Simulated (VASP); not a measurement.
# BeS (f.blda) (F-43m) in VASP: a series of runs

BeS (f.blda) is run at these levels: LDA; tasks: single point.

All numbers are computed with VASP 6.6.1; they aren't measurements. Logs are shortened: lines on timing, memory, paths and dates and some standing lists are left out, and cuts for length are marked.

**1. The cell of the first run**

The structure is cubic, space group F-43m (No. 216). The conventional cell has a = 4.796 Å, b = 4.796 Å, c = 4.796 Å, α = 90.00°, β = 90.00°, γ = 90.00°. Within 2.7 Å of Be (site symmetry -43m) lie 4 S at 2.08 Å. S (site symmetry -43m) has 4 Be at 2.08 Å within 2.7 Å.

**2. Single point, LDA**

Input file INCAR:

```
ALGO = Normal ; EDIFF = 1E-6
ENCUT = 600 ; GGA_COMPAT = False
ISIF = 2 ; ISMEAR = 0
LASPH = True ; LCHARG = True
LELF = True ; LREAL = False
LVHAR = True ; LWAVE = False
NBANDS = 11 ; NELM = 120
PREC = Accurate ; SIGMA = 0.02
```

Input file KPOINTS:

```
k-points
0
Gamma
  8 8 8
```

Input file POSCAR:

```
BeS
1.0
    0.0000000000      2.3980339685      2.3980339685
    2.3980339685      0.0000000000      2.3980339685
    2.3980339685      2.3980339685      0.0000000000
Be S
1 1
Direct
    0.0000000000      0.0000000000      0.0000000000
    0.2500000000      0.2500000000      0.2500000000
```

Potentials or basis: VASP PAW LDA potentials, release 64 (Be, S).

Run with:

```sh
> cat potpaw_LDA.64/Be/POTCAR potpaw_LDA.64/S/POTCAR > POTCAR
> mpirun -np 1 vasp_std > vasp.out
```

OUTCAR:

```text
EDIFF = 1E-6
   ENCUT = 600
   ISIF = 2
   ISMEAR = 0
   LASPH = True
   LREAL = False
   NELM = 120
   PREC = Accurate

 ion  position               nearest neighbor table
   1  0.000  0.000  0.000-   2 2.08   2 2.08   2 2.08   2 2.08
   2  0.250  0.250  0.250-   1 2.08   1 2.08   1 2.08   1 2.08

  LATTYP: Found a face centered cubic cell.
 ALAT       =     4.7960679370

  Lattice vectors:

 A1 = (   0.0000000000,   2.3980339685,   2.3980339685)
 A2 = (   2.3980339685,   0.0000000000,   2.3980339685)
 A3 = (   2.3980339685,   2.3980339685,   0.0000000000)

Analysis of symmetry for initial positions (statically):
=====================================================================
 Subroutine PRICEL returns:
 Original cell was already a primitive cell.

 Routine SETGRP: Setting up the symmetry group for a
 face centered cubic supercell.

 Subroutine GETGRP returns: Found 24 space group operations
 (whereof 24 operations were pure point group operations)
 out of a pool of 48 trial point group operations.

The static configuration has the point symmetry T_d .

Analysis of symmetry for dynamics (positions and initial velocities):
=====================================================================
 Subroutine PRICEL returns:
 Original cell was already a primitive cell.

 Routine SETGRP: Setting up the symmetry group for a
 face centered cubic supercell.

 Subroutine GETGRP returns: Found 24 space group operations
 (whereof 24 operations were pure point group operations)
 out of a pool of 48 trial point group operations.

The dynamic configuration has the point symmetry T_d .

 Subroutine INISYM returns: Found 24 space group operations
 (whereof 24 operations are pure point group operations),
 and found     1 'primitive' translations

----------------------------------------------------------------------------------------

                                     Primitive cell

  volume of cell :      27.5801

  direct lattice vectors                    reciprocal lattice vectors
     0.000000000  2.398033969  2.398033969    -0.208504136  0.208504136  0.208504136
     2.398033969  0.000000000  2.398033969     0.208504136 -0.208504136  0.208504136
     2.398033969  2.398033969  0.000000000     0.208504136  0.208504136 -0.208504136

  length of vectors
     3.391332161  3.391332161  3.391332161     0.361139757  0.361139757  0.361139757

  position of ions in fractional coordinates (direct lattice)
     0.000000000  0.000000000  0.000000000
     0.250000000  0.250000000  0.250000000

  ion indices of the primitive-cell ions
   primitive index   ion index
                 1           1
                 2           2

----------------------------------------------------------------------------------------

 KPOINTS: k-points

Automatic generation of k-mesh.
 Grid dimensions read from file:
 generate k-points for:    8    8    8

 Generating k-lattice:

  Cartesian coordinates                     Fractional coordinates (reciprocal lattice)
    -0.026063017  0.026063017  0.026063017     0.125000000  0.000000000  0.000000000
     0.026063017 -0.026063017  0.026063017     0.000000000  0.125000000  0.000000000
     0.026063017  0.026063017 -0.026063017     0.000000000  0.000000000  0.125000000

  Length of vectors
     0.045142470  0.045142470  0.045142470

  Shift w.r.t. Gamma in fractional coordinates (k-lattice)
     0.000000000  0.000000000  0.000000000

 Subroutine IBZKPT returns following result:
 ===========================================

 Found     29 irreducible k-points:

 Following reciprocal coordinates:
            Coordinates               Weight
  0.000000  0.000000  0.000000      1.000000
  0.125000  0.000000  0.000000      8.000000
  0.250000  0.000000  0.000000      8.000000
  0.375000  0.000000  0.000000      8.000000
  0.500000  0.000000  0.000000      4.000000
  0.125000  0.125000  0.000000      6.000000
[... 16 lines left out ...]
  0.500000  0.250000  0.125000     48.000000
 -0.375000  0.250000  0.125000     24.000000
 [... further k-points ...]
   k-points           NKPTS =     29   k-points in BZ     NKDIM =     29   number of bands    NBANDS=     11
   number of dos      NEDOS =    301   number of ions     NIONS =      2
   total plane-waves  NPLWV =  21952
   dimension x,y,z NGX =    28 NGY =   28 NGZ =   28
   dimension x,y,z NGXF=    56 NGYF=   56 NGZF=   56
   ions per type =               1   1
   NGX,Y,Z   is equivalent  to a cutoff of  13.73, 13.73, 13.73 a.u.
   NGXF,Y,Z  is equivalent  to a cutoff of  27.45, 27.45, 27.45 a.u.
 SYSTEM =  unknown system
   PREC   = accura    normal or accurate (medium, high low for compatibility)
   ISTART =      0    job   : 0-new  1-cont  2-samecut
   ICHARG =      2    charge: 1-file 2-atom 10-const
   ISPIN  =      1    spin polarized calculation?
   LNONCOLLINEAR =      F non collinear calculations
   LSORBIT =      F    spin-orbit coupling
   LASPH  =      T    aspherical Exc in radial PAW
   ENCUT  =  600.0 eV  44.10 Ry    6.64 a.u.   6.77  6.77  6.77*2*pi/ulx,y,z
   NELM   =    120;   NELMIN=  2; NELMDL= -5     # of ELM steps
   EDIFF  = 0.1E-05   stopping-criterion for ELM
   LREAL  =      F    real-space projection
   EDIFFG = 0.1E-04   stopping-criterion for IOM
   NSW    =      0    number of steps for IOM
   IBRION =     -1    ionic relax: 0-MD 1-quasi-New 2-CG
   NFREE  =      0    steps in history (QN), initial steepest desc. (CG)
   ISIF   =      2    stress and relaxation
   ISYM   =      2    0-nonsym 1-usesym 2-fastsym
   POTIM  = 0.5000    time-step for ionic-motion
   TEBEG  =    0.0;   TEEND  =   0.0 temperature during run
   PSTRESS=    0.0 pullay stress
   NELECT =       8.0000    total number of electrons
   NUPDOWN=      -1.0000    fix difference up-down
   EMIN   =  10.00;   EMAX   =-10.00  energy-range for DOS
   EFERMI =   0.00;   METHOD = LEGACY
   ISMEAR =     0;   SIGMA  =   0.02  broadening in eV -4-tet -1-fermi 0-gaus
   EFERMI_NEDOS =   21; number of points for ismear=-14 and -15
   IALGO  =     38    algorithm
   IMIX   =      4    mixing-type and parameters
     AMIX     =   0.40;   BMIX     =  1.00
     AMIX_MAG =   1.60;   BMIX_MAG =  1.00
  volume/ion in A,a.u.               =      13.79        93.06
  Fermi-wavevector in a.u.,A,eV,Ry     =   1.083693  2.047882 15.978545  1.174390
  Thomas-Fermi vector in A             =   2.219765
   LORBIT       =      0    0 simple, 1 ext, 2 COOP (PROOUT), +10 PAW based schemes
   GGA     = CA    functional components
   LHFCALC =     F    Hartree Fock is set to
   AEXX    =    0.0000 exact exchange contribution
   IVDW    =     0    specifies the selected vdW correction
   LEPSILON=     F    determine dielectric tensor
   LRPA    =     F    only Hartree local field effects (RPA)
 non-spin polarized calculation
 Gauss-broadening in eV      SIGMA  =   0.02
  energy-cutoff  :      600.00
  volume of cell :       27.58
 maximum number of plane-waves:       941
   NGX = 13   NGY = 13   NGZ = 13

 number of electron       8.0000001 magnetization

 Free energy of the ion-electron system (eV)
  ---------------------------------------------------
  ext. energy  EPLUGINS =         0.00000000
  ---------------------------------------------------
  free energy    TOTEN  =       -11.14260598 eV

  energy without entropy =      -11.14260598  energy(sigma->0) =      -11.14260598

 E-fermi :   4.5106     XC(G=0): -10.1232

 val. band max:        4.3825571305   @ k =   0.0000   0.0000   0.0000
 cond. band min:       7.2133889322   @ k =   0.5000   0.5000   0.0000
 fundamental gap:      2.8308318017
 Fermi energy:         4.5106350325

 k-point     1 :       0.0000    0.0000    0.0000
  band No.  band energies     occupation
      1      -9.5023      2.00000
      2       4.3826      2.00000
      3       4.3826      2.00000
      4       4.3826      2.00000
      5       9.9104      0.00000
      6       9.9104      0.00000
      7       9.9104      0.00000
      8      10.3449      0.00000
      9      17.2628      0.00000
     10      17.2628      0.00000
     11      19.2515      0.00000

 k-point     2 :       0.1250    0.0000    0.0000
  band No.  band energies     occupation
      1      -9.3157      2.00000
      2       3.1233      2.00000
      3       4.1683      2.00000
      4       4.1683      2.00000
      5       9.9003      0.00000
      6      10.2852      0.00000
      7      10.2852      0.00000
      8      11.6316      0.00000
      9      16.5088      0.00000
     10      16.5088      0.00000
     11      18.9683      0.00000

 k-point     3 :       0.2500    0.0000    0.0000
  band No.  band energies     occupation
      1      -8.7985      2.00000
      2       0.9296      2.00000
      3       3.7465      2.00000
      4       3.7465      2.00000
      5       9.8956      0.00000
      6      10.8462      0.00000
      7      10.8462      0.00000
      8      13.7314      0.00000
      9      16.2480      0.00000
     10      16.2480      0.00000
     11      18.5196      0.00000

 k-point     4 :       0.3750    0.0000    0.0000
  band No.  band energies     occupation
      1      -8.1316      2.00000
      2      -0.9148      2.00000
      3       3.4108      2.00000
      4       3.4108      2.00000
      5       9.8782      0.00000
      6      10.8969      0.00000
      7      10.8969      0.00000
      8      15.1049      0.00000
      9      17.6567      0.00000
     10      17.6567      0.00000
     11      18.8239      0.00000
[... 239 lines left out ...]
 k-point    22 :       0.3750    0.2500    0.1250
  band No.  band energies     occupation
      1      -8.3740      2.00000
      2       0.7045      2.00000
      3       2.1090      2.00000
      4       3.1947      2.00000
      5       9.7643      0.00000
      6      11.5916      0.00000
      7      11.8778      0.00000
      8      12.9247      0.00000
      9      16.0573      0.00000
     10      18.8794      0.00000
     11      20.3675      0.00000

 k-point    23 :       0.5000    0.2500    0.1250
  band No.  band energies     occupation
      1      -7.7839      2.00000
      2      -0.5285      2.00000
      3       1.5647      2.00000
      4       2.6901      2.00000
      5      10.2382      0.00000
      6      11.1172      0.00000
      7      12.8909      0.00000
      8      13.6438      0.00000
      9      17.0682      0.00000
     10      18.8164      0.00000
     11      21.0092      0.00000

 k-point    24 :      -0.3750    0.2500    0.1250
  band No.  band energies     occupation
      1      -7.4820      2.00000
      2      -1.1243      2.00000
      3       1.4758      2.00000
      4       2.4264      2.00000
      5      10.2979      0.00000
      6      10.9366      0.00000
      7      13.5716      0.00000
      8      14.9111      0.00000
      9      15.7889      0.00000
     10      19.8154      0.00000
     11      20.4346      0.00000

 [... further k-points ...]
[... 5 lines left out ...]
  --------------------------------------------------------------------------------------
  -------------------------------------------------------------------------------------
  Total        0.0143846      0.0143846      0.0143846      0.0000000     -0.0000000     -0.0000000
  in kB        0.8356275      0.8356275      0.8356275      0.0000000     -0.0000000     -0.0000000
  external PRESSURE =       0.8356275 kB  Pullay stress =       0.0000000 kB

 VOLUME and BASIS-vectors are now :
 -----------------------------------------------------------------------------
  energy-cutoff  :      600.00
  volume of cell :       27.58
      direct lattice vectors                 reciprocal lattice vectors
     0.000000000  2.398033969  2.398033969    -0.208504136  0.208504136  0.208504136
     2.398033969  0.000000000  2.398033969     0.208504136 -0.208504136  0.208504136
     2.398033969  2.398033969  0.000000000     0.208504136  0.208504136 -0.208504136

 POSITION                                       TOTAL-FORCE (eV/Angst)
 -----------------------------------------------------------------------------------
      0.00000      0.00000      0.00000        -0.000000     -0.000000      0.000000
      1.19902      1.19902      1.19902         0.000000      0.000000     -0.000000
 -----------------------------------------------------------------------------------
    total drift:                                0.000000      0.000000      0.000000

  FREE ENERGIE OF THE ION-ELECTRON SYSTEM (eV)
  ---------------------------------------------------
  free  energy   TOTEN  =       -11.1426059810 eV

  energy  without entropy=      -11.1426059810  energy(sigma->0) =      -11.14260598
```

It took 17 s on 1 thread of Intel Xeon 8259CL, shared host; peak memory 0.14 GiB.

What came out:

- Free energy: -11.1426 eV
- Pressure: 0.1 GPa
- Band gap on the k mesh: 2.83 eV, indirect (least direct gap 5.53 eV)

A k mesh can miss the band edges. LDA gaps usually lie below the measured ones, often by a third to a half.

[end of part 1 of 3]
